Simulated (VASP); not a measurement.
# SiNi2: single point with PBE+U

SiNi2:

```
CELL_PARAMETERS angstrom
4.99000 0.00000 0.00000
0.00000 3.72000 0.00000
0.00000 0.00000 7.03000
ATOMIC_POSITIONS crystal
Ni 0.32500 0.75000 0.93700
Ni 0.67500 0.25000 0.06300
Ni 0.17500 0.25000 0.43700
Ni 0.82500 0.75000 0.56300
Ni 0.45800 0.75000 0.29700
Ni 0.54200 0.25000 0.70300
Ni 0.04200 0.25000 0.79700
Ni 0.95800 0.75000 0.20300
Si 0.78600 0.75000 0.88600
Si 0.21400 0.25000 0.11400
Si 0.71400 0.25000 0.38600
Si 0.28600 0.75000 0.61400
```

- Program: VASP 6.6.1
- Task: single point
- Functional: PBE
- Potentials or basis: VASP PAW PBE potentials, release 64 (Ni, Si)
- Cutoff: 520 eV
- k mesh: 4 × 6 × 3
- Occupations: fermi-dirac, width 0.05 eV
- Spin: collinear spin, antiferromagnetic start
- Starting moments: [1.0, -1.0, 1.0, -1.0, 1.0, -1.0, 1.0, -1.0, 0.0, 0.0, 0.0, 0.0] μB
- Hubbard terms: Ni d U = 5.0 eV
- Dipole correction: no
- Further INCAR settings: ALGO = Fast; EDIFF = 1e-07; NBANDS = 64

- Pressure: -8.4 GPa
- Largest force: 0.265 eV/Å
- Band gap on the k mesh: zero (filled and empty bands overlap)
- Net moment: 0.00 μB per cell
- Valence electrons inside the program's atomic spheres: Ni 9.75, 9.65 (each value once); Si 1.59

Forces on the atoms (eV/Å):
```
Ni   0.203  0.000  0.169
Ni  -0.203  0.000 -0.169
Ni  -0.203  0.000  0.169
Ni   0.203  0.000 -0.169
Ni   0.087  0.000 -0.039
Ni  -0.087  0.000  0.039
Ni  -0.087  0.000 -0.039
Ni   0.087  0.000  0.039
Si  -0.059  0.000  0.103
Si   0.059  0.000 -0.103
Si   0.059  0.000  0.103
Si  -0.059  0.000 -0.103
```

Stress tensor (GPa, compression positive):
```
-8.67  0.00  0.00
 0.00 -8.86  0.00
 0.00  0.00 -7.60
```

Levels at points of the mesh, in eV from the Fermi level:
Spin up:
| k point | band 44 | band 45 | band 46 | band 47 | band 48 | band 49 | band 50 | band 51 | band 52 | band 53 |
| --- | --- | --- | --- | --- | --- | --- | --- | --- | --- | --- |
| (0.00, 0.00, 0.00) | -1.26 | -1.24 | -1.18 | -0.86 | -0.43 | 0.79 | 1.00 | 2.37 | 2.50 | 2.84 |
| (0.50, 0.00, 0.00) | -1.40 | -1.19 | -1.19 | 1.46 | 1.46 | 2.22 | 2.22 | 2.95 | 2.95 | 3.64 |
| (0.00, 0.50, 0.00) | -1.56 | -1.26 | -1.26 | -1.22 | -1.22 | 0.75 | 0.75 | 1.58 | 1.58 | 1.98 |
| (0.50, 0.50, 0.00) | -1.67 | -0.95 | -0.95 | -0.95 | -0.95 | -0.02 | -0.02 | -0.02 | -0.02 | 4.52 |
Spin down:
```
           k point  band 45  band 46  band 47  band 48  band 49  band 50  band 51  band 52
(0.00, 0.00, 0.00)    -1.24    -1.18    -0.86    -0.43     0.79     1.00     2.37     2.50
(0.50, 0.00, 0.00)    -1.19    -1.19     1.46     1.46     2.22     2.22     2.95     2.95
(0.00, 0.50, 0.00)    -1.26    -1.26    -1.22    -1.22     0.75     0.75     1.58     1.58
(0.50, 0.50, 0.00)    -0.95    -0.95    -0.95    -0.95    -0.02    -0.02    -0.02    -0.02
```

Eigenvalues of the final occupation matrices:
```tsv
site	spin	trace	eigenvalues
site 1 d	1	4.39	0.86 0.87 0.88 0.88 0.90
site 1 d	2	4.39	0.86 0.87 0.88 0.88 0.90
site 2 d	1	4.39	0.86 0.87 0.88 0.88 0.90
site 2 d	2	4.39	0.86 0.87 0.88 0.88 0.90
site 3 d	1	4.39	0.86 0.87 0.88 0.88 0.90
site 3 d	2	4.39	0.86 0.87 0.88 0.88 0.90
site 4 d	1	4.39	0.86 0.87 0.88 0.88 0.90
site 4 d	2	4.39	0.86 0.87 0.88 0.88 0.90
site 5 d	1	4.38	0.84 0.87 0.88 0.88 0.91
site 5 d	2	4.38	0.84 0.87 0.88 0.88 0.91
site 6 d	1	4.38	0.84 0.87 0.88 0.88 0.91
site 6 d	2	4.38	0.84 0.87 0.88 0.88 0.91
```

Run time: 7.3 min on 1 thread of Intel(R) Xeon(R) Platinum 8559C (Emerald Rapids), on a shared host, peak memory 0.44 GiB.

Caveat: the cell stands under tension; the moments typed at the start vanished in this run; the U is typed as a test and isn't derived for this compound. The state reached can hang on the start; a lower one may exist.
